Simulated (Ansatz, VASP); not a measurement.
## Two plane-wave programs on PbO2

```xyz
6
Lattice="4.7952 0.0000 0.0000 0.0000 4.7952 0.0000 0.0000 0.0000 3.4090" Properties=species:S:1:pos:R:3 pbc="T T T"
Pb    2.3976    2.3976    1.7045
Pb    0.0000    0.0000    0.0000
O     3.3210    3.3210    0.0000
O     3.8718    0.9234    1.7045
O     0.9234    3.8718    1.7045
O     1.4742    1.4742    0.0000
```

Alike in both runs: functional PBE; k mesh 5 × 5 × 7; occupations fermi-dirac, width 0.05 eV; no spin polarisation.

|  | VASP | Ansatz |
| --- | --- | --- |
| version | VASP 6.6.1 | Ansatz 0.2.0 |
| potentials or method | VASP PAW PBE potentials, release 64 (Pb_d, O) | Ansatz PAW |
| plane-wave cutoff (eV) | 520 | 420 |
| valence electrons in the cell | 52 | 52 |
| task | single point | band structure |

```tsv
	VASP	Ansatz	Ansatz less VASP
gap on the k mesh at the Fermi level (eV)	none	none	-
pressure (GPa)	19.6	19.3	-0.34
traceless stress, the component that is largest in VASP (GPa)	0.41	0.30	-0.109
rms of the force components (eV/Å)	0.026	0.024	-0.0024
```

Atom by atom the forces differ by 0.002 eV/Å (rms over components). A gap of «none» marks a metal or a gap that the smearing closes.

Neither program's run includes spin-orbit coupling.
